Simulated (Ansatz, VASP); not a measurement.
## One calculation of B2W, two programs

INCAR

```
SYSTEM = B2W
ALGO = Normal
EDIFF = 1E-7
EDIFFG = -0.005
ENCUT = 600
GGA = CA
IBRION = 2
ISIF = 3
ISMEAR = 0
LASPH = .TRUE.
LCHARG = .FALSE.
LREAL = .FALSE.
LWAVE = .FALSE.
NELM = 60
NSW = 100
PREC = Accurate
SIGMA = 0.1
```

Contents of KPOINTS:

```
k-points
0
G
  18 18 12
  0 0 0
```

File POSCAR:

```
B2W
1.0
    2.9835855689      0.0000000000      0.0000000000
   -1.4917927845      2.5838608970      0.0000000000
    0.0000000000      0.0000000000      3.3181801608
B W
2 1
Direct
    0.3333333333      0.6666666667      0.5000000000
    0.6666666667      0.3333333333      0.5000000000
    0.0000000000      0.0000000000      0.0000000000
```

Input for Ansatz:

```yaml
crystal:
  lattice:
    - [2.9835856653, 0.0, 0.0]
    - [-1.4917928327, 2.5838609805, 0.0]
    - [0.0, 0.0, 3.3181801414]
  atoms:
    - { symbol: B, position: [0.3333333333, 0.6666666667, 0.5] }
    - { symbol: B, position: [0.6666666667, 0.3333333333, 0.5] }
    - { symbol: W, position: [0.0, 0.0, 0.0] }
basis:
  ecutwfc: 420
kpoints:
  mp_grid: { grid: [18, 18, 12] }
hamiltonian:
  xc: lda
scf:
  occupations: { method: gaussian, width: 0.1 }
output:
  forces: true
  stress: true
  eigenvalues: true
  write_density: true
  write_potential: true
  elf: true
  volumetric_format: npy
relax:
  adjacent_minimum: "off"
  f_tol: 0.005
  max_steps: 80
  cell: { stress_tol: 0.05 }
```

Alike in both runs: task relaxation of cell and atoms; functional LDA; k mesh 18 × 18 × 12; occupations gaussian, width 0.1 eV; no spin polarisation.

|  | VASP | Ansatz |
| --- | --- | --- |
| version | VASP 6.6.1 | Ansatz 0.2.0 |
| potentials or method | VASP PAW LDA potentials, release 64 (B, W_sv), cutoff 600 eV | scalar-relativistic, plane waves, PAW |
| valence electrons in the cell | 20 | 20 |

```csv
,VASP,Ansatz,Ansatz less VASP
"gap on the k mesh at the Fermi level, each at its own relaxed structure (eV)",none,none,-
relaxed volume (Å³/atom),8.56,8.52,-0.040
relaxed length of the cell vector where the two differ most in proportion (Å),3.312,3.304,-0.0075
```

LDA's correlation is that of Perdew and Zunger in VASP and of Perdew and Wang (1992) in Ansatz. A gap of «none» marks a metal or a gap that the smearing closes.

Spin-orbit coupling is off throughout.
